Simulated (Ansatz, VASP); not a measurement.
# One calculation of Sc, two programs

```
Sc
1.0
     3.38174    0.00000    0.00000
    -1.69087    2.92867    0.00000
     0.00000    0.00000    5.24768
Sc
2
Direct
  0.33333 0.66667 0.25000
  0.66667 0.33333 0.75000
```

Alike in both runs: task relaxation of cell and atoms; functional PBE; k mesh 15 × 15 × 8; occupations gaussian, width 0.1 eV; no spin polarisation.

```csv
,VASP,Ansatz
version,VASP 6.6.1,Ansatz 0.2.0
potentials or method,"VASP PAW PBE potentials, release 64 (Sc_sv), cutoff 600 eV","scalar-relativistic, plane waves, PAW"
valence electrons in the cell,22,22
```

VASP gave:

```
gap on the k mesh at the Fermi level, each at its own relaxed structure (eV) : none
relaxed volume (Å³/atom)                                                     : 24.67
relaxed length of the cell vector where the two differ most in proportion (Å)              : 3.321
```

Task: Which values does Ansatz return?

Result: gap on the k mesh at the Fermi level, each at its own relaxed structure (eV): none; relaxed volume (Å³/atom): 24.65; relaxed length of the cell vector where the two differ most in proportion (Å): 3.320.

A gap of «none» marks a metal or a gap that the smearing closes.
